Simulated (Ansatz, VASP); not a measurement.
**Two plane-wave programs on P**

File INCAR:

```
SYSTEM = P
PREC = Accurate
ENCUT = 520
EDIFF = 1E-7
ISMEAR = -1
SIGMA = 0.1
LREAL = .False.
LASPH = .True.
NELM = 60
ALGO = Normal
ISIF = 2
LWAVE = .False.
LCHARG = .False.
GGA = RP
NBANDS = 12
```

Contents of KPOINTS:

```
regular mesh
0
Gamma
  11 11 11
  0 0 0
```

POSCAR

```
P
1.0
    0.0000000000      2.7705792786      2.7705792786
    2.7705792786      0.0000000000      2.7705792786
    2.7705792786      2.7705792786      0.0000000000
P
2
Direct
    0.1250000000      0.1250000000      0.1250000000
    0.8750000000      0.8750000000      0.8750000000
```

Input for Ansatz:

```yaml
crystal:
  lattice:
    - [0.0, 2.7705792786, 2.7705792786]
    - [2.7705792786, 0.0, 2.7705792786]
    - [2.7705792786, 2.7705792786, 0.0]
  atoms:
    - { symbol: P, position: [0.125, 0.125, 0.125] }
    - { symbol: P, position: [0.875, 0.875, 0.875] }
hamiltonian:
  xc: rpbe
  pseudopotentials:
    kind: paw
    azcp:
      P: "pseudopotentials/P.paw.azcp"
basis:
  ecutwfc: 420
  fft_grid_basis: typed
kpoints:
  mp_grid: { grid: [11, 11, 11], shift: [0, 0, 0] }
magnetization:
  spin_polarized: false
scf:
  occupations: { method: fermi_dirac, width: 0.1 }
  lower_state_search: "off"
output:
  stress: true
  write_density: true
  write_potential: true
  elf: true
  volumetric_format: npy
```

Alike in both runs: task single point; functional RPBE; k mesh 11 × 11 × 11; occupations fermi-dirac, width 0.1 eV; no spin polarisation.

|  | VASP | Ansatz |
| --- | --- | --- |
| version | VASP 6.6.1 | Ansatz 0.2.0 |
| potentials or method | VASP PAW PBE potentials, release 64 (P), cutoff 520 eV | plane waves (420 eV) with PAW, scalar-relativistic |
| valence electrons in the cell | 10 | 10 |

```csv
,VASP,Ansatz,Ansatz less VASP
pressure (GPa),-0.2,0.1,+0.32
```

VASP's potentials were made for PBE, not for RPBE. With one functional, cell and mesh, what is left measures potentials, basis and numerics.
